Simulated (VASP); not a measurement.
# SiW (CsCl type) (Pm-3m) in VASP: further runs

SiW (CsCl type) is run at these levels: LDA; tasks: single point.

Program: VASP 6.6.1. These are calculated values, not measurements. Logs are shortened: lines on timing, memory, paths and dates and some standing lists are left out, and cuts for length are marked.

### 1 The cell of the first run

Symmetry: Pm-3m, No. 221, cubic system. Conventional cell: a = 2.854 Å, b = 2.854 Å, c = 2.854 Å, α = 90.00°, β = 90.00°, γ = 90.00°. W (site symmetry m-3m) has 8 Si at 2.47 Å and 6 W at 2.85 Å within 3.3 Å. Si (site symmetry m-3m) has 8 W at 2.47 Å and 6 Si at 2.85 Å within 3.3 Å.

### 2 Single point, LDA (11.63 Å³/atom)

File POSCAR:

```
SiW
1.0
    2.8541804111      0.0000000000      0.0000000000
    0.0000000000      2.8541804111      0.0000000000
    0.0000000000      0.0000000000      2.8541804111
W Si
1 1
Direct
    0.0000000000      0.0000000000      0.0000000000
    0.5000000000      0.5000000000      0.5000000000
```

File INCAR.step1:

```
PREC     = Accurate       # precision mode
ENCUT    = 520            # plane-wave cutoff, eV
EDIFF    = 1E-6           # SCF threshold, eV
ISMEAR   = -1             # smearing method
SIGMA    = 0.05           # smearing width, eV
LREAL    = False          # projectors in reciprocal space
LASPH    = True           # aspherical terms in the spheres
NELM     = 60             # most SCF steps
ALGO     = Normal         # electronic algorithm
ISIF     = 2              # what is computed and relaxed
LWAVE    = False          # write WAVECAR
LCHARG   = True           # write CHGCAR
LMAXMIX  = 4              # l up to which the mixer works
GGA      = CA             # functional
NBANDS   = 16             # bands
```

File KPOINTS.step1:

```
regular mesh
0
Gamma
  13 13 13
```

File INCAR.step2:

```
PREC     = Accurate       # precision mode
ENCUT    = 520            # plane-wave cutoff, eV
EDIFF    = 1E-6           # SCF threshold, eV
ISMEAR   = -5             # smearing method
SIGMA    = 0.05           # smearing width, eV
LREAL    = False          # projectors in reciprocal space
LASPH    = True           # aspherical terms in the spheres
NELM     = 60             # most SCF steps
ALGO     = Normal         # electronic algorithm
ISIF     = 2              # what is computed and relaxed
LWAVE    = False          # write WAVECAR
LCHARG   = False          # write CHGCAR
LMAXMIX  = 4              # l up to which the mixer works
GGA      = CA             # functional
LORBIT   = 11             # projections on sites
NEDOS    = 2001           # points of the DOS
ICHARG   = 11             # starting density
```

File KPOINTS.step2:

```
regular mesh
0
Gamma
  20 20 20
```

Potentials or basis: VASP PAW LDA potentials, release 64 (W_sv, Si).

Command:

```console
$ cat potpaw_LDA.64/W_sv/POTCAR potpaw_LDA.64/Si/POTCAR > POTCAR
$ cp INCAR.step1 INCAR
$ cp KPOINTS.step1 KPOINTS
$ mpirun -np 1 vasp_std > vasp.out
$ cp INCAR.step2 INCAR
$ cp KPOINTS.step2 KPOINTS
$ mpirun -np 1 vasp_std > vasp.out
```

OUTCAR:

```text
PREC = Accurate
   ENCUT = 520
   EDIFF = 1E-6
   ISMEAR = -5
   LREAL = False
   LASPH = True
   NELM = 60
   ISIF = 2
   GGA = CA
   LORBIT = 11
   ICHARG = 11

 ion  position               nearest neighbor table
   1  0.000  0.000  0.000-   2 2.47   2 2.47   2 2.47   2 2.47   2 2.47   2 2.47   2 2.47   2 2.47

   2  0.500  0.500  0.500-   1 2.47   1 2.47   1 2.47   1 2.47   1 2.47   1 2.47   1 2.47   1 2.47

  LATTYP: Found a simple cubic cell.
 ALAT       =     2.8541804111

  Lattice vectors:

 A1 = (   2.8541804111,   0.0000000000,   0.0000000000)
 A2 = (   0.0000000000,   2.8541804111,   0.0000000000)
 A3 = (   0.0000000000,   0.0000000000,   2.8541804111)

Analysis of symmetry for initial positions (statically):
=====================================================================
 Subroutine PRICEL returns:
 Original cell was already a primitive cell.

 Routine SETGRP: Setting up the symmetry group for a
 simple cubic supercell.

 Subroutine GETGRP returns: Found 48 space group operations
 (whereof 48 operations were pure point group operations)
 out of a pool of 48 trial point group operations.

The static configuration has the point symmetry O_h .

Analysis of symmetry for dynamics (positions and initial velocities):
=====================================================================
 Subroutine PRICEL returns:
 Original cell was already a primitive cell.

 Routine SETGRP: Setting up the symmetry group for a
 simple cubic supercell.

 Subroutine GETGRP returns: Found 48 space group operations
 (whereof 48 operations were pure point group operations)
 out of a pool of 48 trial point group operations.

The dynamic configuration has the point symmetry O_h .

 Subroutine INISYM returns: Found 48 space group operations
 (whereof 48 operations are pure point group operations),
 and found     1 'primitive' translations

----------------------------------------------------------------------------------------

                                     Primitive cell

  volume of cell :      23.2511

  direct lattice vectors                    reciprocal lattice vectors
     2.854180411  0.000000000  0.000000000     0.350363276  0.000000000  0.000000000
     0.000000000  2.854180411  0.000000000     0.000000000  0.350363276  0.000000000
     0.000000000  0.000000000  2.854180411     0.000000000  0.000000000  0.350363276

  length of vectors
     2.854180411  2.854180411  2.854180411     0.350363276  0.350363276  0.350363276

  position of ions in fractional coordinates (direct lattice)
     0.000000000  0.000000000  0.000000000
     0.500000000  0.500000000  0.500000000

  ion indices of the primitive-cell ions
   primitive index   ion index
                 1           1
                 2           2

----------------------------------------------------------------------------------------

 KPOINTS: regular mesh

Automatic generation of k-mesh.
 Grid dimensions read from file:
 generate k-points for:   20   20   20

 Generating k-lattice:

  Cartesian coordinates                     Fractional coordinates (reciprocal lattice)
     0.017518164  0.000000000  0.000000000     0.050000000  0.000000000  0.000000000
     0.000000000  0.017518164  0.000000000     0.000000000  0.050000000  0.000000000
     0.000000000  0.000000000  0.017518164     0.000000000  0.000000000  0.050000000

  Length of vectors
     0.017518164  0.017518164  0.017518164

  Shift w.r.t. Gamma in fractional coordinates (k-lattice)
     0.000000000  0.000000000  0.000000000

 TETIRR: Found   3982 inequivalent tetrahedra from    48000

 Subroutine IBZKPT returns following result:
 ===========================================

 Found    286 irreducible k-points:

 Following reciprocal coordinates:
            Coordinates               Weight
  0.000000  0.000000  0.000000      1.000000
  0.050000  0.000000  0.000000      6.000000
  0.100000  0.000000  0.000000      6.000000
  0.150000  0.000000  0.000000      6.000000
  0.200000  0.000000  0.000000      6.000000
  0.250000  0.000000  0.000000      6.000000
[... 16 lines left out ...]
  0.150000  0.100000  0.000000     24.000000
  0.200000  0.100000  0.000000     24.000000
 [... further k-points ...]
   k-points           NKPTS =    286   k-points in BZ     NKDIM =    286   number of bands    NBANDS=     13
   number of dos      NEDOS =   2001   number of ions     NIONS =      2
   total plane-waves  NPLWV =  13824
   dimension x,y,z NGX =    24 NGY =   24 NGZ =   24
   dimension x,y,z NGXF=    48 NGYF=   48 NGZF=   48
   ions per type =               1   1
   NGX,Y,Z   is equivalent  to a cutoff of  13.98, 13.98, 13.98 a.u.
   NGXF,Y,Z  is equivalent  to a cutoff of  27.96, 27.96, 27.96 a.u.
 SYSTEM =  unknown system
   PREC   = accura    normal or accurate (medium, high low for compatibility)
   ISTART =      0    job   : 0-new  1-cont  2-samecut
   ICHARG =     11    charge: 1-file 2-atom 10-const
   ISPIN  =      1    spin polarized calculation?
   LNONCOLLINEAR =      F non collinear calculations
   LSORBIT =      F    spin-orbit coupling
   LASPH  =      T    aspherical Exc in radial PAW
   ENCUT  =  520.0 eV  38.22 Ry    6.18 a.u.   5.31  5.31  5.31*2*pi/ulx,y,z
   NELM   =     60;   NELMIN=  2; NELMDL=  0     # of ELM steps
   EDIFF  = 0.1E-05   stopping-criterion for ELM
   LREAL  =      F    real-space projection
   EDIFFG = 0.1E-04   stopping-criterion for IOM
   NSW    =      0    number of steps for IOM
   IBRION =     -1    ionic relax: 0-MD 1-quasi-New 2-CG
   NFREE  =      0    steps in history (QN), initial steepest desc. (CG)
   ISIF   =      2    stress and relaxation
   ISYM   =      2    0-nonsym 1-usesym 2-fastsym
   POTIM  = 0.5000    time-step for ionic-motion
   TEBEG  =    0.0;   TEEND  =   0.0 temperature during run
   PSTRESS=    0.0 pullay stress
   NELECT =      18.0000    total number of electrons
   NUPDOWN=      -1.0000    fix difference up-down
   EMIN   =  10.00;   EMAX   =-10.00  energy-range for DOS
   EFERMI =   0.00;   METHOD = LEGACY
   ISMEAR =    -5;   SIGMA  =   0.05  broadening in eV -4-tet -1-fermi 0-gaus
   EFERMI_NEDOS =   21; number of points for ismear=-14 and -15
   IALGO  =     38    algorithm
   IMIX   =      4    mixing-type and parameters
     AMIX     =   0.40;   BMIX     =  1.00
     AMIX_MAG =   1.60;   BMIX_MAG =  1.00
  volume/ion in A,a.u.               =      11.63        78.45
  Fermi-wavevector in a.u.,A,eV,Ry     =   1.503203  2.840641 30.743979  2.259619
  Thomas-Fermi vector in A             =   2.614344
   LORBIT       =     11    0 simple, 1 ext, 2 COOP (PROOUT), +10 PAW based schemes
   GGA     = CA    functional components
   LHFCALC =     F    Hartree Fock is set to
   AEXX    =    0.0000 exact exchange contribution
   IVDW    =     0    specifies the selected vdW correction
   LEPSILON=     F    determine dielectric tensor
   LRPA    =     F    only Hartree local field effects (RPA)
 non-spin polarized calculation
 Fermi weights with tetrahedron method with Bloechl corrections
  energy-cutoff  :      520.00
  volume of cell :       23.25
 maximum number of plane-waves:       647
 NGX is ok and might be reduce to    24

 number of electron      17.9999999 magnetization

 Free energy of the ion-electron system (eV)
  ---------------------------------------------------
  ext. energy  EPLUGINS =         0.00000000
  ---------------------------------------------------
  free energy    TOTEN  =       -19.27921801 eV

  energy without entropy =      -19.27921801  energy(sigma->0) =      -19.27921801

 E-fermi :  14.2940     XC(G=0): -13.9679

 val. band max:       14.3430890893   @ k =   0.5000   0.3500   0.1500
 cond. band min:      14.1851550156   @ k =   0.5000   0.4000   0.3000
 fundamental gap:     -0.1579340737
 Fermi energy:        14.2940445947

 k-point     1 :       0.0000    0.0000    0.0000
  band No.  band energies     occupation
      1     -58.4571      2.00000
      2     -22.8666      2.00000
      3     -22.8666      2.00000
      4     -22.8666      2.00000
      5       0.2260      2.00000
      6       9.3761      2.00000
      7       9.3761      2.00000
      8      16.5847      0.00000
      9      16.5847      0.00000
     10      16.5847      0.00000
     11      17.4559      0.00000
     12      17.4559      0.00000
     13      17.4559      0.00000

 k-point     2 :       0.0500    0.0000    0.0000
  band No.  band energies     occupation
      1     -58.4561      2.00000
      2     -22.8861      2.00000
      3     -22.8649      2.00000
      4     -22.8649      2.00000
      5       0.2889      2.00000
      6       9.3914      2.00000
      7       9.4061      2.00000
      8      16.1046      0.00000
      9      16.1046      0.00000
     10      16.6021      0.00000
     11      17.3129      0.00000
     12      17.9543      0.00000
     13      17.9543      0.00000

 k-point     3 :       0.1000    0.0000    0.0000
  band No.  band energies     occupation
      1     -58.4532      2.00000
      2     -22.9423      2.00000
      3     -22.8599      2.00000
      4     -22.8599      2.00000
      5       0.4751      2.00000
      6       9.4176      2.00000
      7       9.4950      2.00000
      8      15.3833     -0.01644
      9      15.3833      0.00000
     10      16.6529      0.00000
     11      16.9686      0.00000
     12      18.7320      0.00000
     13      18.7320      0.00000
[... 305 lines left out ...]
 k-point    23 :       0.1500    0.1000    0.0000
  band No.  band energies     occupation
      1     -58.4447      2.00000
      2     -23.0217      2.00000
      3     -22.9261      2.00000
      4     -22.8454      2.00000
      5       1.0152      2.00000
      6       9.5249      2.00000
      7       9.6832      2.00000
      8      13.7983      2.05224
      9      14.5979      0.05678
     10      16.1373      0.00000
     11      17.3392      0.00000
     12      19.1144      0.00000
     13      20.3818      0.00000

 k-point    24 :       0.2000    0.1000    0.0000
  band No.  band energies     occupation
      1     -58.4390      2.00000
      2     -23.1283      2.00000
      3     -22.9157      2.00000
      4     -22.8356      2.00000
      5       1.4145      2.00000
      6       9.3673      2.00000
      7       9.8705      2.00000
      8      13.2863      2.00506
      9      14.0491      1.93368
     10      16.1883      0.00000
     11      17.0943      0.00000
     12      19.7535      0.00000
     13      21.1463      0.00000

 [... further k-points ...]

------------------------ aborting loop because EDIFF is reached ----------------------------------------

  FORCE on cell =-STRESS in cart. coord.  units (eV):
  Direction    XX          YY          ZZ          XY          YZ          ZX
  --------------------------------------------------------------------------------------
  -------------------------------------------------------------------------------------
  Total        8.7400180      8.7400180      8.7400180      0.0000000     -0.0000000      0.0000000
  in kB      602.2525471    602.2525471    602.2525471      0.0000000     -0.0000000      0.0000000
  external PRESSURE =     602.2525471 kB  Pullay stress =       0.0000000 kB

 VOLUME and BASIS-vectors are now :
 -----------------------------------------------------------------------------
  energy-cutoff  :      520.00
  volume of cell :       23.25
      direct lattice vectors                 reciprocal lattice vectors
     2.854180411  0.000000000  0.000000000     0.350363276  0.000000000  0.000000000
     0.000000000  2.854180411  0.000000000     0.000000000  0.350363276  0.000000000
     0.000000000  0.000000000  2.854180411     0.000000000  0.000000000  0.350363276

 POSITION                                       TOTAL-FORCE (eV/Angst)
 -----------------------------------------------------------------------------------
      0.00000      0.00000      0.00000         0.000000      0.000000      0.000000
      1.42709      1.42709      1.42709         0.000000      0.000000      0.000000
 -----------------------------------------------------------------------------------
    total drift:                               -0.000000      0.000000      0.000000

  FREE ENERGIE OF THE ION-ELECTRON SYSTEM (eV)
  ---------------------------------------------------
  free  energy   TOTEN  =       -19.2792180069 eV

  energy  without entropy=      -19.2792180069  energy(sigma->0) =      -19.27921801

 total charge

# of ion       s       p       d       tot
------------------------------------------
    1        2.398   6.366   3.916  12.680
    2        0.756   1.068   0.000   1.823
--------------------------------------------------
tot          3.154   7.433   3.916  14.503
```

It took 1.8 min on 1 thread of AMD EPYC 7R13, shared host; peak memory 0.18 GiB.

Results:

| Quantity | Value |
| --- | --- |
| Valence electrons inside the program's atomic spheres | W 12.68; Si 1.82 |

Levels at points of the mesh, in eV from the Fermi level:
| k point | band 5 | band 6 | band 7 | band 8 | band 9 | band 10 | band 11 | band 12 | band 13 |
| --- | --- | --- | --- | --- | --- | --- | --- | --- | --- |
| (0.00, 0.00, 0.00) | -14.07 | -4.92 | -4.92 | 2.29 | 2.29 | 2.29 | 3.16 | 3.16 | 3.16 |
| (0.50, 0.00, 0.00) | -9.15 | -8.99 | -3.31 | -2.22 | -2.22 | 3.09 | 4.88 | 5.36 | 10.06 |
| (0.50, 0.50, 0.00) | -10.02 | -4.47 | -3.77 | -3.77 | -0.73 | -0.73 | 5.45 | 6.13 | 7.32 |
| (0.50, 0.50, 0.50) | -7.47 | -7.47 | -7.47 | -3.05 | 4.05 | 4.05 | 4.05 | 5.71 | 5.71 |

Caveat: spin-orbit coupling is left out, which moves the levels of the heavy elements; tetrahedron occupations give inexact forces and stress in metals.

### 3 Single point, LDA (11.63 Å³/atom)

POSCAR is that of step 2.

File INCAR.step1:

```
SYSTEM = SiW
ALGO     = Normal         ! electronic algorithm
EDIFF    = 1E-6           ! SCF threshold, eV
ENCUT    = 520            ! plane-wave cutoff, eV
GGA      = CA             ! functional
ISIF     = 2              ! what is computed and relaxed
ISMEAR   = -1             ! smearing method
LASPH    = .TRUE.         ! aspherical terms in the spheres
LCHARG   = .TRUE.         ! write CHGCAR
LMAXMIX  = 4              ! l up to which the mixer works
LREAL    = .FALSE.        ! projectors in reciprocal space
LWAVE    = .FALSE.        ! write WAVECAR
NBANDS   = 16             ! bands
NELM     = 60             ! most SCF steps
PREC     = Accurate       ! precision mode
SIGMA    = 0.05           ! smearing width, eV
```

File KPOINTS.step1:

```
k-points
0
G
  13 13 13
  0 0 0
```

File INCAR.step2:

```
SYSTEM = SiW
ALGO     = Normal         ! electronic algorithm
EDIFF    = 1E-6           ! SCF threshold, eV
ENCUT    = 520            ! plane-wave cutoff, eV
GGA      = CA             ! functional
ICHARG   = 11             ! starting density
ISIF     = 2              ! what is computed and relaxed
ISMEAR   = -5             ! smearing method
LASPH    = .TRUE.         ! aspherical terms in the spheres
LCHARG   = .FALSE.        ! write CHGCAR
LMAXMIX  = 4              ! l up to which the mixer works
LORBIT   = 11             ! projections on sites
LREAL    = .FALSE.        ! projectors in reciprocal space
LWAVE    = .FALSE.        ! write WAVECAR
NEDOS    = 1001           ! points of the DOS
NELM     = 60             ! most SCF steps
PREC     = Accurate       ! precision mode
SIGMA    = 0.05           ! smearing width, eV
```

File KPOINTS.step2:

```
k-points
0
G
  20 20 20
  0 0 0
```

Potentials or basis: VASP PAW LDA potentials, release 64 (W_sv, Si).

Command:

```console
$ cat potpaw_LDA.64/W_sv/POTCAR potpaw_LDA.64/Si/POTCAR > POTCAR
$ cp INCAR.step1 INCAR
$ cp KPOINTS.step1 KPOINTS
$ mpirun -np 1 vasp_std > vasp.out
$ cp INCAR.step2 INCAR
$ cp KPOINTS.step2 KPOINTS
$ mpirun -np 1 vasp_std > vasp.out
```

Wall time 92 s (1 thread of AMD EPYC 7R13, shared host); peak memory 0.18 GiB.

The run converged. Its results:

```
Valence electrons inside the program's atomic spheres : W 12.68; Si 1.82
```

Levels at points of the mesh, in eV from the Fermi level:
```csv
k point,band 5,band 6,band 7,band 8,band 9,band 10,band 11,band 12,band 13
"(0.00, 0.00, 0.00)",-14.07,-4.92,-4.92,2.29,2.29,2.29,3.16,3.16,3.16
"(0.50, 0.00, 0.00)",-9.15,-8.99,-3.31,-2.22,-2.22,3.09,4.88,5.36,10.06
"(0.50, 0.50, 0.00)",-10.02,-4.47,-3.77,-3.77,-0.73,-0.73,5.45,6.13,7.32
"(0.50, 0.50, 0.50)",-7.47,-7.47,-7.47,-3.05,4.05,4.05,4.05,5.71,5.71
```

Caveat: spin-orbit coupling is left out, which moves the levels of the heavy elements; tetrahedron occupations give inexact forces and stress in metals.

### 4 Single point, LDA

This run uses another cell than the first one, of 13.68 Å³/atom.

File POSCAR:

```
SiW
1.0
    3.0130646200      0.0000000000      0.0000000000
    0.0000000000      3.0130646200      0.0000000000
    0.0000000000      0.0000000000      3.0130646200
W Si
1 1
Direct
    0.0000000000      0.0000000000      0.0000000000
    0.5000000000      0.5000000000      0.5000000000
```

File INCAR.step1:

```
PREC = Accurate
ENCUT = 520
EDIFF = 1E-6
ISMEAR = -1
SIGMA = 0.05
LREAL = F
LASPH = T
NELM = 100
ALGO = Normal
ISIF = 2
LWAVE = F
LCHARG = T
LMAXMIX = 4
GGA = CA
NBANDS = 16
```

File KPOINTS.step1:

```
regular mesh
0
Gamma
  13 13 13
```

File INCAR.step2:

```
PREC = Accurate
ENCUT = 520
EDIFF = 1E-6
ISMEAR = -5
SIGMA = 0.05
LREAL = F
LASPH = T
NELM = 100
ALGO = Normal
ISIF = 2
LWAVE = F
LCHARG = F
LMAXMIX = 4
GGA = CA
LORBIT = 11
NEDOS = 2001
ICHARG = 11
```

File KPOINTS.step2:

```
regular mesh
0
Gamma
  20 20 20
```

Command:

```console
$ cat potpaw_LDA.64/W_sv/POTCAR potpaw_LDA.64/Si/POTCAR > POTCAR
$ cp INCAR.step1 INCAR
$ cp KPOINTS.step1 KPOINTS
$ mpirun -np 1 vasp_std > vasp.out
$ cp INCAR.step2 INCAR
$ cp KPOINTS.step2 KPOINTS
$ mpirun -np 1 vasp_std > vasp.out
```

Run time: 1.8 min. Hardware: 1 thread of AMD EPYC 7R13, shared host; peak memory 0.19 GiB.

The run converged. Its results:

```yaml
Valence_electrons_inside_the_program's_atomic_spheres: W 12.22; Si 1.69
```

Levels at points of the mesh, in eV from the Fermi level:
| k point | band 6 | band 7 | band 8 | band 9 | band 10 | band 11 | band 12 | band 13 |
| --- | --- | --- | --- | --- | --- | --- | --- | --- |
| (0.00, 0.00, 0.00) | -3.91 | -3.91 | 1.86 | 1.86 | 1.86 | 2.58 | 2.58 | 2.58 |
| (0.50, 0.00, 0.00) | -8.16 | -2.63 | -1.86 | -1.86 | 2.44 | 4.22 | 5.34 | 9.34 |
| (0.50, 0.50, 0.00) | -3.83 | -3.58 | -3.58 | -0.49 | -0.49 | 4.30 | 5.33 | 5.44 |
| (0.50, 0.50, 0.50) | -6.28 | -6.28 | -3.54 | 3.37 | 3.37 | 3.37 | 4.49 | 4.49 |

Caveat: spin-orbit coupling is left out, which moves the levels of the heavy elements; tetrahedron occupations give inexact forces and stress in metals.
